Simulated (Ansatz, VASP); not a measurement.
## KF: VASP beside Ansatz

File POSCAR:

```
KF
1.0
    0.0000000000      2.6357394923      2.6357394923
    2.6357394923      0.0000000000      2.6357394923
    2.6357394923      2.6357394923      0.0000000000
K F
1 1
Direct
    0.0000000000      0.0000000000      0.0000000000
    0.5000000000      0.5000000000      0.5000000000
```

The input INCAR.step1:

```
PREC = Accurate ; ENCUT = 520
ISMEAR = -1 ; SIGMA = 0.05
LREAL = F ; LASPH = T
NELM = 80 ; NBANDS = 15
GGA = PE ; ALGO = Normal
EDIFF = 1E-4 ; LWAVE = T
LCHARG = F
```

The input INCAR.step2:

```
PREC = Accurate ; ENCUT = 520
EDIFF = 1E-6 ; ISMEAR = -1
SIGMA = 0.05 ; LREAL = F
LASPH = T ; NELM = 80
ALGO = Normal ; ISIF = 2
LWAVE = F ; LCHARG = F
METAGGA = R2SCAN ; LMIXTAU = T
NBANDS = 15 ; ISTART = 1
```

The input KPOINTS:

```
Automatic mesh
0
Gamma
  9 9 9
```

Contents of input.yaml:

```yaml
crystal:
  lattice:
    - [0.0, 2.6357394923, 2.6357394923]
    - [2.6357394923, 0.0, 2.6357394923]
    - [2.6357394923, 2.6357394923, 0.0]
  atoms:
    - { symbol: K, position: [0.0, 0.0, 0.0] }
    - { symbol: F, position: [0.5, 0.5, 0.5] }
hamiltonian:
  xc: r2scan
  pseudopotentials: { kind: paw }
kpoints:
  mp_grid: { grid: [9, 9, 9] }
scf:
  occupations: { method: fermi_dirac, width: 0.05 }
output:
  forces: true
  stress: true
  eigenvalues: true
```

Alike in both runs: task single point; functional r2SCAN; k mesh 9 × 9 × 9; occupations fermi-dirac, width 0.05 eV; no spin polarisation.

```csv
,VASP,Ansatz
version,VASP 6.6.1,Ansatz 0.2.0
potentials or method,"VASP PAW PBE potentials, release 64 (K_sv, F)",Ansatz PAW
plane-wave cutoff (eV),520,500
valence electrons in the cell,16,16
```

|  | VASP | Ansatz | Ansatz less VASP |
| --- | --- | --- | --- |
| gap on the k mesh at the Fermi level (eV) | 7.05 | 7.05 | +0.001 |
| least direct gap on the mesh (eV) | 7.05 | 7.05 | +0.001 |
| pressure (GPa) | 1.0 | 1.0 | +0.02 |

VASP's potentials were made for PBE, not for r2SCAN.

Noted on Ansatz's run: odd divisions of the mesh miss points on the zone boundary, where band edges often lie, so the gap on the mesh can be too wide.
